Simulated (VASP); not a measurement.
Here is a VASP 6.6.1 calculation.

Contents of INCAR:

```
SYSTEM = Mg
PREC = Accurate
ENCUT = 600
EDIFF = 1E-7
ISMEAR = 1
SIGMA = 0.05
LREAL = .FALSE.
LASPH = .TRUE.
NELM = 60
ALGO = Normal
ISIF = 3
LWAVE = .FALSE.
LCHARG = .FALSE.
GGA = CA
IBRION = 2
NSW = 80
EDIFFG = -0.03
```

KPOINTS

```
Automatic mesh
0
G
  8 8 5
  0 0 0
```

Contents of POSCAR:

```
Mg
1.0
    3.2093000000      0.0000000000      0.0000000000
   -1.6046500000      2.7793353300      0.0000000000
    0.0000000000      0.0000000000      5.2103000000
Mg
2
Direct
    0.3333333333      0.6666666667      0.2500000000
    0.6666666667      0.3333333333      0.7500000000
```

Potentials or basis: VASP PAW LDA potentials, release 64 (Mg).

Command:

```bash
$ cat potpaw_LDA.64/Mg/POTCAR > POTCAR
$ mpirun -np 1 vasp_std > vasp.out
```

**Question.** What does it give for the band gap on the k mesh?

**Answer.** Zero (band 2 reaches 3.85 eV, above the bottom of band 3 at 1.51 eV).

**Question.** What does it give for the space group after relaxing (to 0.05 Å)?

**Answer.** P6_3/mmc (No. 194).

**Question.** Estimate the relaxed volume.

**Answer.** 21.51 Å³/atom.

Final structure:
```xyz
2
Lattice="3.1242 0.0000 0.0000 -1.5621 2.7056 0.0000 0.0000 0.0000 5.0893" Properties=species:S:1:pos:R:3 pbc="T T T"
Mg    0.0000    1.8037    1.2723
Mg    1.5621    0.9019    3.8170
```

LDA usually gives volumes a few per cent too small. Zero-point motion and thermal expansion aren't in these numbers.
